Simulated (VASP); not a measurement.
Here is a VASP 6.6.1 calculation.

File INCAR:

```
PREC     = Accurate       # precision mode
ENCUT    = 520            # plane-wave cutoff, eV
EDIFF    = 1E-6           # SCF threshold, eV
ISMEAR   = -1             # smearing method
SIGMA    = 0.1            # smearing width, eV
LREAL    = F              # projectors in reciprocal space
LASPH    = T              # aspherical terms in the spheres
NELM     = 60             # most SCF steps
ALGO     = Normal         # electronic algorithm
ISIF     = 2              # what is computed and relaxed
LWAVE    = F              # write WAVECAR
LCHARG   = F              # write CHGCAR
GGA      = PS             # functional
NBANDS   = 10             # bands
```

File KPOINTS:

```
regular mesh
0
Gamma
  13 13 13
```

The input POSCAR:

```
Ir
1.0
    2.5425875197      0.0000000000      0.0000000000
    0.0000000000      2.5425875197      0.0000000000
    0.0000000000      0.0000000000      2.5425875197
Ir
1
Direct
    0.0000000000      0.0000000000      0.0000000000
```

Potentials or basis: VASP PAW PBE potentials, release 64 (Ir).

The run is started by

```sh
$ cat potpaw_PBE.64/Ir/POTCAR > POTCAR
$ mpirun -np 1 vasp_std > vasp.out
```

(1) What does it give for the pressure?

Answers

(1) 0.4 GPa.

Caveat: the PAW data sets were made with another functional, which shifts forces and pressure a little.
